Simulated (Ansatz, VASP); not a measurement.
**Two plane-wave programs on Ti3Al**

```xyz
4
Lattice="2.9489 0.0000 0.0000 -1.4744 2.5538 0.0000 0.0000 0.0000 8.8104" Properties=species:S:1:pos:R:3 pbc="T T T"
Ti    1.4744    0.8513    0.0000
Ti    0.0000    1.7025    6.5217
Ti    0.0000    1.7025    2.2887
Al    1.4744    0.8513    4.4052
```

Alike in both runs: task single point; functional PBEsol; k mesh 15 × 15 × 6; occupations gaussian, width 0.15 eV; no spin polarisation.

|  | VASP | Ansatz |
| --- | --- | --- |
| version | VASP 6.6.1 | Ansatz 0.2.0 |
| potentials or method | VASP PAW PBE potentials, release 64 (Ti_sv, Al), cutoff 520 eV | scalar-relativistic, plane waves, PAW |
| valence electrons in the cell | 39 | 39 |

Ansatz gave:

- gap on the k mesh at the Fermi level (eV): none
- pressure (GPa): 0.9
- traceless stress, the component that is largest in VASP (GPa): 6.67
- rms of the force components (eV/Å): 0.403

Task: Estimate VASP's values.

Result: gap on the k mesh at the Fermi level (eV): none; pressure (GPa): 0.8; traceless stress, the component that is largest in VASP (GPa): 6.69; rms of the force components (eV/Å): 0.407.

VASP's potentials were made for PBE, not for PBEsol, and Ansatz warns of the same on its side. Atom by atom the forces differ by 0.005 eV/Å (rms over components). A gap of «none» marks a metal or a gap that the smearing closes. The functional is the same, so the differences come from potentials, cutoffs and numerics.
